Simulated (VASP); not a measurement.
# HfC (Fm-3m) in VASP: a series of runs, part 2 of 3

VASP 6.6.1. Earlier steps stand in the parts before.

## 3. Single point, PBE (volume scaled by 1.01)

Input file INCAR:

```
ALGO     = Normal         # electronic algorithm
EDIFF    = 1E-6           # SCF threshold, eV
ENCUT    = 520            # plane-wave cutoff, eV
GGA      = PE             # functional
ISIF     = 2              # what is computed and relaxed
ISMEAR   = -1             # smearing method
LASPH    = True           # aspherical terms in the spheres
LCHARG   = False          # write CHGCAR
LREAL    = False          # projectors in reciprocal space
LWAVE    = False          # write WAVECAR
NBANDS   = 14             # bands
NELM     = 100            # most SCF steps
PREC     = Accurate       # precision mode
SIGMA    = 0.05           # smearing width, eV
```

Input file KPOINTS:

```
k-points
0
Gamma
  15 15 15
```

Input file POSCAR:

```
HfC
1.0
    0.0000000000      2.3327243092      2.3327243092
    2.3327243092      0.0000000000      2.3327243092
    2.3327243092      2.3327243092      0.0000000000
Hf C
1 1
Direct
    0.5000000000      0.5000000000      0.5000000000
    0.0000000000      0.0000000000      0.0000000000
```

Potentials or basis: VASP PAW PBE potentials, release 64 (Hf_pv, C).

Started as:

```bash
> cat potpaw_PBE.64/Hf_pv/POTCAR potpaw_PBE.64/C/POTCAR > POTCAR
> mpirun -np 1 vasp_std > vasp.out
```

OUTCAR:

```text
EDIFF = 1E-6
   ENCUT = 520
   GGA = PE
   ISIF = 2
   ISMEAR = -1
   LASPH = True
   LREAL = False
   NELM = 100
   PREC = Accurate

 ion  position               nearest neighbor table
   1  0.500  0.500  0.500-   2 2.33   2 2.33   2 2.33   2 2.33   2 2.33   2 2.33
   2  0.000  0.000  0.000-   1 2.33   1 2.33   1 2.33   1 2.33   1 2.33   1 2.33

  LATTYP: Found a face centered cubic cell.
 ALAT       =     4.6654486184

  Lattice vectors:

 A1 = (   0.0000000000,   2.3327243092,   2.3327243092)
 A2 = (   2.3327243092,   0.0000000000,   2.3327243092)
 A3 = (   2.3327243092,   2.3327243092,   0.0000000000)

Analysis of symmetry for initial positions (statically):
=====================================================================
 Subroutine PRICEL returns:
 Original cell was already a primitive cell.

 Routine SETGRP: Setting up the symmetry group for a
 face centered cubic supercell.

 Subroutine GETGRP returns: Found 48 space group operations
 (whereof 48 operations were pure point group operations)
 out of a pool of 48 trial point group operations.

The static configuration has the point symmetry O_h .

Analysis of symmetry for dynamics (positions and initial velocities):
=====================================================================
 Subroutine PRICEL returns:
 Original cell was already a primitive cell.

 Routine SETGRP: Setting up the symmetry group for a
 face centered cubic supercell.

 Subroutine GETGRP returns: Found 48 space group operations
 (whereof 48 operations were pure point group operations)
 out of a pool of 48 trial point group operations.

The dynamic configuration has the point symmetry O_h .

 Subroutine INISYM returns: Found 48 space group operations
 (whereof 48 operations are pure point group operations),
 and found     1 'primitive' translations

----------------------------------------------------------------------------------------

                                     Primitive cell

  volume of cell :      25.3875

[... 118 lines left out ...]
   LRPA    =     F    only Hartree local field effects (RPA)
 non-spin polarized calculation
  energy-cutoff  :      520.00
  volume of cell :       25.39
 maximum number of plane-waves:       701
 NGX is ok and might be reduce to    28
   NGX = 13   NGY = 13   NGZ = 13

 number of electron      14.0000001 magnetization

 Free energy of the ion-electron system (eV)
  ---------------------------------------------------
  ext. energy  EPLUGINS =         0.00000000
  ---------------------------------------------------
  free energy    TOTEN  =       -21.04382486 eV

  energy without entropy =      -21.04068731  energy(sigma->0) =      -21.04225609

 E-fermi :   5.8465     XC(G=0): -12.2361

 val. band max:        5.8399227077   @ k =  -0.0667   0.0667   0.0000
 cond. band min:       5.8671801202   @ k =   0.4667   0.4000   0.0000
 fundamental gap:      0.0272574125
 Fermi energy:         5.8464902875

 k-point     1 :       0.0000    0.0000    0.0000
  band No.  band energies     occupation
      1     -23.7435      2.00000
      2     -23.7435      2.00000
      3     -23.7435      2.00000
      4      -6.3817      2.00000
      5       6.8719      0.00000
      6       6.8719      0.00000
      7       6.8719      0.00000
      8       7.2650      0.00000
      9       7.2650      0.00000
     10       7.2650      0.00000
     11       9.2365      0.00000
     12       9.2365      0.00000
     13      12.5878      0.00000
     14      16.8487      0.00000
[... 377 lines left out ...]
      1     -23.9273      2.00000
      2     -23.7989      2.00000
      3     -23.7921      2.00000
      4      -5.4962      2.00000
      5       3.4316      2.00000
      6       5.1893      2.00000
      7       5.4497      1.99928
      8       6.6441      0.00000
      9       9.3349      0.00000
     10       9.6321      0.00000
     11      10.3781      0.00000
     12      12.0284      0.00000
     13      15.2403      0.00000
     14      19.2741      0.00000

 [... further k-points ...]

------------------------ aborting loop because EDIFF is reached ----------------------------------------

  FORCE on cell =-STRESS in cart. coord.  units (eV):
  Direction    XX          YY          ZZ          XY          YZ          ZX
  --------------------------------------------------------------------------------------
  -------------------------------------------------------------------------------------
  Total       -0.4397453     -0.4397453     -0.4397453     -0.0000000     -0.0000000      0.0000000
  in kB      -27.7518248    -27.7518248    -27.7518248     -0.0000000     -0.0000000      0.0000000
  external PRESSURE =     -27.7518248 kB  Pullay stress =       0.0000000 kB

 VOLUME and BASIS-vectors are now :
 -----------------------------------------------------------------------------
  energy-cutoff  :      520.00
  volume of cell :       25.39
      direct lattice vectors                 reciprocal lattice vectors
     0.000000000  2.332724309  2.332724309    -0.214341660  0.214341660  0.214341660
     2.332724309  0.000000000  2.332724309     0.214341660 -0.214341660  0.214341660
     2.332724309  2.332724309  0.000000000     0.214341660  0.214341660 -0.214341660

 POSITION                                       TOTAL-FORCE (eV/Angst)
 -----------------------------------------------------------------------------------
      2.33272      2.33272      2.33272         0.000000      0.000000      0.000000
      0.00000      0.00000      0.00000        -0.000000     -0.000000     -0.000000
 -----------------------------------------------------------------------------------
    total drift:                                0.000000      0.000000      0.000000

  FREE ENERGIE OF THE ION-ELECTRON SYSTEM (eV)
  ---------------------------------------------------
  free  energy   TOTEN  =       -21.0438248627 eV

  energy  without entropy=      -21.0406873081  energy(sigma->0) =      -21.04225609
```

OSZICAR:

```text
N       E                     dE             d eps       ncg     rms          rms(c)
DAV:   1     0.219220888182E+02    0.21922E+02   -0.77028E+03  3376   0.978E+02
DAV:   2    -0.227178490876E+02   -0.44640E+02   -0.41824E+02  4316   0.196E+02
DAV:   3    -0.242285046098E+02   -0.15107E+01   -0.15052E+01  4046   0.263E+01
DAV:   4    -0.242352625965E+02   -0.67580E-02   -0.67575E-02  3900   0.218E+00
DAV:   5    -0.242353040254E+02   -0.41429E-04   -0.41428E-04  4070   0.154E-01    0.559E+01
DAV:   6    -0.211177140430E+02    0.31176E+01   -0.12084E+01  3642   0.182E+01    0.403E+01
DAV:   7    -0.210601737683E+02    0.57540E-01   -0.55896E-01  4206   0.522E+00    0.248E+01
DAV:   8    -0.210509789483E+02    0.91948E-02   -0.78169E-02  3912   0.224E+00    0.667E+00
DAV:   9    -0.210440718764E+02    0.69071E-02   -0.23281E-02  3888   0.920E-01    0.211E+00
DAV:  10    -0.210438283779E+02    0.24350E-03   -0.13618E-03  4212   0.274E-01    0.615E-02
DAV:  11    -0.210438251804E+02    0.31975E-05   -0.73755E-05  3918   0.711E-02    0.189E-02
DAV:  12    -0.210438248627E+02    0.31768E-06   -0.28417E-06  4188   0.147E-02
   1 F= -.21043825E+02 E0= -.21042256E+02  d E =-.313755E-02
```

Wall time 60 s (1 thread of Intel Xeon Platinum 8488C (Sapphire Rapids), shared host); peak memory 0.19 GiB.

Results:

```
Free energy            : -21.0438 eV
Pressure               : -2.8 GPa
Band gap on the k mesh : zero (band 7 reaches 6.87 eV, above the bottom of band 8 at 5.45 eV)
```

Levels at points of the mesh, in eV from the Fermi level:
| k point | band 3 | band 4 | band 5 | band 6 | band 7 | band 8 | band 9 | band 10 | band 11 | band 12 |
| --- | --- | --- | --- | --- | --- | --- | --- | --- | --- | --- |
| (0.00, 0.00, 0.00) | -29.59 | -12.23 | 1.03 | 1.03 | 1.03 | 1.42 | 1.42 | 1.42 | 3.39 | 3.39 |

Caveat: spin-orbit coupling is left out, which moves the levels of the heavy elements.

## 4. Single point, PBE (volume scaled by 1.02)

Input file INCAR:

```
SYSTEM = HfC
  ALGO = Normal
  EDIFF = 1E-7
  ENCUT = 520
  GGA = PE
  ISIF = 2
  ISMEAR = -1
  LASPH = .TRUE.
  LCHARG = .FALSE.
  LREAL = .FALSE.
  LWAVE = .FALSE.
  NBANDS = 14
  NELM = 60
  PREC = Accurate
  SIGMA = 0.05
```

Input file KPOINTS:

```
k-points
0
G
  15 15 15
  0 0 0
```

Input file POSCAR:

```
HfC
1.0
    0.0000000000      2.3403977997      2.3403977997
    2.3403977997      0.0000000000      2.3403977997
    2.3403977997      2.3403977997      0.0000000000
Hf C
1 1
Direct
    0.5000000000      0.5000000000      0.5000000000
    0.0000000000      0.0000000000      0.0000000000
```

Potentials or basis: VASP PAW PBE potentials, release 64 (Hf_pv, C).

Started as:

```bash
> cat potpaw_PBE.64/Hf_pv/POTCAR potpaw_PBE.64/C/POTCAR > POTCAR
> mpirun -np 1 vasp_std > vasp.out
```

OUTCAR:

```text
SYSTEM = HfC
   EDIFF = 1E-7
   ENCUT = 520
   GGA = PE
   ISIF = 2
   ISMEAR = -1
   LASPH = .TRUE.
   LREAL = .FALSE.
   NELM = 60
   PREC = Accurate

 ion  position               nearest neighbor table
   1  0.500  0.500  0.500-   2 2.34   2 2.34   2 2.34   2 2.34   2 2.34   2 2.34
   2  0.000  0.000  0.000-   1 2.34   1 2.34   1 2.34   1 2.34   1 2.34   1 2.34

  LATTYP: Found a face centered cubic cell.
 ALAT       =     4.6807955994

  Lattice vectors:

 A1 = (   0.0000000000,   2.3403977997,   2.3403977997)
 A2 = (   2.3403977997,   0.0000000000,   2.3403977997)
 A3 = (   2.3403977997,   2.3403977997,   0.0000000000)

Analysis of symmetry for initial positions (statically):
=====================================================================
 Subroutine PRICEL returns:
 Original cell was already a primitive cell.

 Routine SETGRP: Setting up the symmetry group for a
 face centered cubic supercell.

 Subroutine GETGRP returns: Found 48 space group operations
 (whereof 48 operations were pure point group operations)
 out of a pool of 48 trial point group operations.

The static configuration has the point symmetry O_h .

[... 174 lines left out ...]
      6       6.7915      0.00000
      7       6.7915      0.00000
      8       7.1862      0.00000
      9       7.1862      0.00000
     10       7.1862      0.00000
     11       9.1304      0.00000
     12       9.1304      0.00000
     13      12.3973      0.00000
     14      16.7450      0.00000
[... 377 lines left out ...]
      1     -24.0436      2.00000
      2     -23.9204      2.00000
      3     -23.9137      2.00000
      4      -5.5343      2.00000
      5       3.3778      2.00000
      6       5.1237      2.00000
      7       5.3804      1.99921
      8       6.5725      0.00000
      9       9.2300      0.00000
     10       9.5245      0.00000
     11      10.2609      0.00000
     12      11.8697      0.00000
     13      15.0604      0.00000
     14      19.1382      0.00000

 [... further k-points ...]

------------------------ aborting loop because EDIFF is reached ----------------------------------------

  FORCE on cell =-STRESS in cart. coord.  units (eV):
  Direction    XX          YY          ZZ          XY          YZ          ZX
  --------------------------------------------------------------------------------------
  -------------------------------------------------------------------------------------
  Total       -0.7943568     -0.7943568     -0.7943568      0.0000000      0.0000000      0.0000000
  in kB      -49.6394749    -49.6394749    -49.6394749      0.0000000      0.0000000      0.0000000
  external PRESSURE =     -49.6394749 kB  Pullay stress =       0.0000000 kB

 VOLUME and BASIS-vectors are now :
 -----------------------------------------------------------------------------
  energy-cutoff  :      520.00
  volume of cell :       25.64
      direct lattice vectors                 reciprocal lattice vectors
     0.000000000  2.340397800  2.340397800    -0.213638895  0.213638895  0.213638895
     2.340397800  0.000000000  2.340397800     0.213638895 -0.213638895  0.213638895
     2.340397800  2.340397800  0.000000000     0.213638895  0.213638895 -0.213638895

 POSITION                                       TOTAL-FORCE (eV/Angst)
 -----------------------------------------------------------------------------------
      2.34040      2.34040      2.34040        -0.000000     -0.000000     -0.000000
      0.00000      0.00000      0.00000         0.000000      0.000000      0.000000
 -----------------------------------------------------------------------------------
    total drift:                                0.000000      0.000000      0.000000

  FREE ENERGIE OF THE ION-ELECTRON SYSTEM (eV)
  ---------------------------------------------------
  free  energy   TOTEN  =       -21.0378159036 eV

  energy  without entropy=      -21.0346765790  energy(sigma->0) =      -21.03624624
```

OSZICAR:

```text
N       E                     dE             d eps       ncg     rms          rms(c)
DAV:   1     0.228683193219E+02    0.22868E+02   -0.77559E+03  3376   0.982E+02
DAV:   2    -0.226645257936E+02   -0.45533E+02   -0.42700E+02  4344   0.201E+02
DAV:   3    -0.242334467991E+02   -0.15689E+01   -0.15638E+01  3984   0.269E+01
DAV:   4    -0.242405606681E+02   -0.71139E-02   -0.71134E-02  4028   0.226E+00
DAV:   5    -0.242406045138E+02   -0.43846E-04   -0.43845E-04  3966   0.162E-01    0.549E+01
DAV:   6    -0.211160735330E+02    0.31245E+01   -0.12163E+01  3642   0.182E+01    0.397E+01
DAV:   7    -0.210549186000E+02    0.61155E-01   -0.56845E-01  4176   0.524E+00    0.248E+01
DAV:   8    -0.210454524695E+02    0.94661E-02   -0.83530E-02  3924   0.231E+00    0.686E+00
DAV:   9    -0.210380580619E+02    0.73944E-02   -0.24597E-02  3852   0.951E-01    0.212E+00
DAV:  10    -0.210378200250E+02    0.23804E-03   -0.14095E-03  4236   0.278E-01    0.669E-02
DAV:  11    -0.210378164849E+02    0.35401E-05   -0.75510E-05  3942   0.717E-02    0.179E-02
DAV:  12    -0.210378161670E+02    0.31786E-06   -0.31100E-06  4176   0.152E-02    0.143E-02
DAV:  13    -0.210378159204E+02    0.24665E-06   -0.20118E-07  3230   0.352E-03    0.755E-04
DAV:  14    -0.210378159036E+02    0.16826E-07   -0.25190E-08  2472   0.130E-03
   1 F= -.21037816E+02 E0= -.21036246E+02  d E =-.313932E-02
```

stdout:

```text
POSCAR found type information on POSCAR HfC
 POSCAR found :  2 types and       2 ions
 scaLAPACK will be used
 LDA part: xc-table for (Slater+PW92), standard interpolation
 POSCAR, INCAR and KPOINTS ok, starting setup
 FFT: planning ... GRIDC
 FFT: planning ... GRID_SOFT
 FFT: planning ... GRID
 WAVECAR not read
 entering main loop
```

It took 57 s on 1 thread of Intel Xeon Platinum 8488C (Sapphire Rapids), shared host; peak memory 0.19 GiB.

What came out:

```yaml
Free_energy: -21.0378 eV
Pressure: -5.0 GPa
Band_gap_on_the_k_mesh: zero (band 7 reaches 6.79 eV, above the bottom of band 8 at 5.38 eV)
```

Caveat: spin-orbit coupling is left out, which moves the levels of the heavy elements.

## 5. Single point, PBE (volume scaled by 1.04)

Input file INCAR:

```
SYSTEM = HfC
PREC = Accurate ; ENCUT = 520
EDIFF = 1E-6 ; ISMEAR = -1
SIGMA = 0.05 ; LREAL = .FALSE.
LASPH = .TRUE. ; NELM = 60
ALGO = Normal ; ISIF = 2
LWAVE = .FALSE. ; LCHARG = .TRUE.
GGA = PE ; LELF = .TRUE.
LVHAR = .TRUE. ; NBANDS = 14
```

Input file KPOINTS:

```
Automatic mesh
0
G
  15 15 15
  0 0 0
```

Input file POSCAR:

```
HfC
1.0
    0.0000000000      2.3555956139      2.3555956139
    2.3555956139      0.0000000000      2.3555956139
    2.3555956139      2.3555956139      0.0000000000
Hf C
1 1
Direct
    0.5000000000      0.5000000000      0.5000000000
    0.0000000000      0.0000000000      0.0000000000
```

Started as:

```bash
> cat potpaw_PBE.64/Hf_pv/POTCAR potpaw_PBE.64/C/POTCAR > POTCAR
> mpirun -np 1 vasp_std > vasp.out
```

It took 44 s on 1 thread of Intel Xeon Platinum 8488C (Sapphire Rapids), shared host; peak memory 0.19 GiB.

The run converged. Its results:

| Property | Result |
| --- | --- |
| Free energy | -21.0158 eV |
| Pressure | -9.1 GPa |
| Band gap on the k mesh | zero (band 7 reaches 6.64 eV, above the bottom of band 8 at 5.23 eV) |

Levels at points of the mesh, in eV from the Fermi level:
```
           k point  band 4  band 5  band 6  band 7  band 8  band 9  band 10  band 11
(0.00, 0.00, 0.00)  -12.08    1.01    1.01    1.01    1.40    1.40     1.40     3.29
```

Caveat: spin-orbit coupling is left out, which moves the levels of the heavy elements.

(Part 2 of 3 ends here.)
